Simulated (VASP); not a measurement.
A run of VASP 6.6.1 is set up as follows.

File INCAR:

```
ALGO = Normal
EDIFF = 1E-6
ENCUT = 520
GGA = PE
ISIF = 2
ISMEAR = 0
LASPH = T
LCHARG = F
LREAL = F
LWAVE = F
NBANDS = 28
NELM = 100
PREC = Accurate
SIGMA = 0.1
```

File KPOINTS:

```
k-points
0
Gamma
  12 12 4
```

The input POSCAR:

```
Sr
1.0
    4.2627212022      0.0000000000      0.0000000000
   -2.1313606011      3.6916248503      0.0000000000
    0.0000000000      0.0000000000     13.9766500489
Sr
4
Direct
    0.0000000000      0.0000000000      0.0000000000
    0.3333333333      0.6666666667      0.2500000000
    0.0000000000      0.0000000000      0.5000000000
    0.6666666667      0.3333333333      0.7500000000
```

Potentials or basis: VASP PAW PBE potentials, release 64 (Sr_sv).

Launch:

```console
$ cat potpaw_PBE.64/Sr_sv/POTCAR > POTCAR
$ mpirun -np 1 vasp_std > vasp.out
```

(1) Predict the band gap on the k mesh.

(2) Predict the pressure.

Results:

(1) zero (band 20 reaches 1.76 eV, above the bottom of band 21 at 1.55 eV).

(2) 0.0 GPa.
